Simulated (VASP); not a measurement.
## V: relaxation of cell and atoms with LDA

Crystal: V.

```xyz
1
Lattice="-1.4634 1.4634 1.4634 1.4634 -1.4634 1.4634 1.4634 1.4634 -1.4634" Properties=species:S:1:pos:R:3 pbc="T T T"
V     0.0000    0.0000    0.0000
```

| Quantity | Value |
| --- | --- |
| Program | VASP 6.6.1 |
| Task | relaxation of cell and atoms |
| Functional | LDA |
| Potentials or basis | VASP PAW LDA potentials, release 64 (V_sv) |
| Cutoff | 600 eV |
| k mesh | 20 × 20 × 20 |
| Occupations | fermi-dirac, width 0.15 eV |
| Spin | no spin polarisation |
| Dipole correction | no |
| Further INCAR settings | ALGO = Normal; EDIFF = 1e-06; IBRION = 2; EDIFFG = -0.001; NSW = 80; ISIF = 3 |

The relaxed volume is 12.60 Å³/atom, the relaxed cell is a = 2.539 Å, b = 2.539 Å, c = 2.539 Å, α = 109.47°, β = 109.47°, γ = 109.47° and the space group after relaxing (to 0.1 Å) is Im-3m (No. 229). The energy gained by relaxing is 0.2 meV/atom and the ionic steps are 8. The pressure after relaxing is 0.0 GPa and the band gap on the k mesh is zero (an odd number of electrons rules out a gap without spin polarisation).

The path:
```tsv
step	energy change (eV)	largest force (eV/Å)	pressure (GPa)	volume (Å³)
1	0.0000	0.0000	1.10	12.53
2	0.0002	0.0000	-1.44	12.69
3	-0.0002	0.0000	0.03	12.60
4	-0.0002	0.0000	-0.05	12.61
5	-0.0002	0.0000	0.07	12.60
6	-0.0002	0.0000	-0.02	12.60
7	-0.0002	0.0000	0.02	12.60
8	-0.0002	0.0000	0.00	12.60
```

Final structure:
```
V
1.0
    -1.46601    1.46601    1.46601
     1.46601   -1.46601    1.46601
     1.46601    1.46601   -1.46601
V
1
Cartesian
  0.0000 0.0000 0.0000
```

Levels at points of the mesh, in eV from the Fermi level:
```
           k point  band 4  band 5  band 6  band 7  band 8  band 9  band 10
(0.00, 0.00, 0.00)  -36.51   -6.69    0.36    0.36    0.36    2.53     2.53
(0.50, 0.00, 0.00)  -36.52   -3.45   -1.33    1.96    2.56    2.94     4.46
(0.50, 0.50, 0.50)  -37.28   -3.37   -3.37    4.03    4.03    4.03    10.82
```

It took 58 s on 1 thread of AMD EPYC 9R45 96-Core Processor (Zen 5), on a shared host, peak memory 0.12 GiB.
